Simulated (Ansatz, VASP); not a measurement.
Two plane-wave programs on Lu

INCAR

```
SYSTEM = Lu
  PREC = Accurate
  ENCUT = 520
  EDIFF = 1E-7
  ISMEAR = -1
  SIGMA = 0.3
  LREAL = .False.
  LASPH = .True.
  NELM = 60
  ALGO = Normal
  ISIF = 2
  LWAVE = .False.
  LCHARG = .True.
  GGA = PE
  LELF = .True.
  LVHAR = .True.
  NBANDS = 32
```

KPOINTS

```
regular mesh
0
Gamma
  10 10 6
  0 0 0
```

POSCAR

```
Lu
1.0
    3.5070808964      0.0000000000      0.0000000000
   -1.7535404482      3.0372211494      0.0000000000
    0.0000000000      0.0000000000      5.4772888711
Lu
2
Direct
    0.3333333333      0.6666666667      0.2500000000
    0.6666666667      0.3333333333      0.7500000000
```

Input for Ansatz:

```yaml
crystal:
  lattice:
    - [3.5070808964, 0.0, 0.0]
    - [-1.7535404482, 3.0372211494, 0.0]
    - [0.0, 0.0, 5.4772888711]
  atoms:
    - { symbol: Lu, position: [0.3333333333, 0.6666666667, 0.25] }
    - { symbol: Lu, position: [0.6666666667, 0.3333333333, 0.75] }
hamiltonian:
  xc: pbe
  pseudopotentials:
    kind: paw
    azcp:
      Lu: "pseudopotentials/Lu.paw.azcp"
basis:
  ecutwfc: 420
  fft_grid_basis: typed
kpoints:
  mp_grid: { grid: [10, 10, 6], shift: [0, 0, 0] }
magnetization:
  spin_polarized: false
scf:
  occupations: { method: fermi_dirac, width: 0.3 }
  lower_state_search: "off"
output:
  stress: true
```

Alike in both runs: task single point; functional PBE; k mesh 10 × 10 × 6; occupations fermi-dirac, width 0.3 eV; no spin polarisation.

```csv
,VASP,Ansatz
version,VASP 6.6.1,Ansatz 0.2.0
potentials or method,"VASP PAW PBE potentials, release 64 (Lu), cutoff 520 eV","plane waves (420 eV) with PAW, scalar-relativistic"
valence electrons in the cell,50,50
```

|  | VASP | Ansatz | Ansatz less VASP |
| --- | --- | --- | --- |
| pressure (GPa) | 0.9 | 0.8 | -0.13 |
| traceless stress, the component that is largest in VASP (GPa) | 0.68 | 0.68 | -0.003 |

The functional is the same, so the differences come from potentials, cutoffs and numerics.

Spin-orbit coupling is off throughout.
